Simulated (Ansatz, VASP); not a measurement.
Cd in VASP and in Ansatz

```
Cd
1.0
    -1.47436    1.47436    1.47436
     1.47436   -1.47436    1.47436
     1.47436    1.47436   -1.47436
Cd
1
Cartesian
  0.0000 0.0000 0.0000
```

Change from the starting cell: volume scaled by 0.6, LAPW.

Alike in both runs: task single point; functional PBEsol; k mesh 15 × 15 × 15; occupations fermi-dirac, width 0.1 eV; no spin polarisation.

```csv
,VASP,Ansatz
version,VASP 6.6.1,Ansatz 0.2.0
potentials or method,"VASP PAW PBE potentials, release 64 (Cd), cutoff 520 eV","all-electron LAPW, scalar-relativistic"
```

```tsv
	VASP	Ansatz	Ansatz less VASP
pressure (GPa)	119.6	115.0	-4.69
```

VASP's potentials were made for PBE, not for PBEsol. Both programs put the cell under a high pressure, so it lies far from rest at this level. Ansatz ran all-electron here, and VASP with PAW potentials.

Noted on VASP's run: the cell as given lies far from equilibrium.
